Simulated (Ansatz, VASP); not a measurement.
**SrTiC: VASP beside Ansatz**

The input INCAR:

```
PREC = Accurate ; ENCUT = 520
EDIFF = 1E-6 ; ISMEAR = 0
SIGMA = 0.1 ; LREAL = False
LASPH = True ; NELM = 150
ALGO = Normal ; ISIF = 2
LWAVE = False ; LCHARG = False
ISPIN = 2 ; MAGMOM = 0 1 0
LORBIT = 11 ; LMAXMIX = 4
GGA = PE ; NBANDS = 24
```

File KPOINTS:

```
Automatic mesh
0
Gamma
  6 6 4
```

POSCAR

```
SrTiC
1.0
    3.1017983341      0.0000000000      0.0000000000
    0.0000000000      3.1017983341      0.0000000000
    0.0000000000      0.0000000000      5.6043917960
Sr Ti C
1 1 1
Direct
    0.5000000000      0.5000000000      0.0000000000
    0.0000000000      0.0000000000      0.5000000000
    0.5000000000      0.5000000000      0.5000000000
```

Input for Ansatz:

```yaml
crystal:
  lattice:
    - [3.1017983341, 0.0, 0.0]
    - [0.0, 3.1017983341, 0.0]
    - [0.0, 0.0, 5.604391796]
  atoms:
    - { symbol: Sr, position: [0.5, 0.5, 0.0] }
    - { symbol: Ti, position: [0.0, 0.0, 0.5], spin: 1.0 }
    - { symbol: C, position: [0.5, 0.5, 0.5] }
basis:
  ecutwfc: 420
kpoints:
  mp_grid: { grid: [6, 6, 4] }
hamiltonian:
  xc: pbe
scf:
  occupations: { method: gaussian, width: 0.1 }
  lower_state_search: "off"
output:
  forces: true
  stress: true
  eigenvalues: true
  populations: true
magnetization:
  spin_polarized: true
```

Alike in both runs: task single point; functional PBE; k mesh 6 × 6 × 4; occupations gaussian, width 0.1 eV; collinear spin.

|  | VASP | Ansatz |
| --- | --- | --- |
| version | VASP 6.6.1 | Ansatz 0.2.0 |
| potentials or method | VASP PAW PBE potentials, release 64 (Sr_sv, Ti_sv, C), cutoff 520 eV | scalar-relativistic, plane waves, PAW |
| valence electrons in the cell | 26 | 26 |

```csv
,VASP,Ansatz,Ansatz less VASP
gap on the k mesh at the Fermi level (eV),none,none,-
pressure (GPa),0.3,0.0,-0.31
"traceless stress, the component that is largest in VASP (GPa)",-0.09,-0.06,+0.032
net moment per atom (μB),0.02,0.00,-0.015
```

A gap of «none» marks a metal or a gap that the smearing closes. The functional is the same, so the differences come from potentials, cutoffs and numerics. Ansatz's warnings: seeded moment not kept.
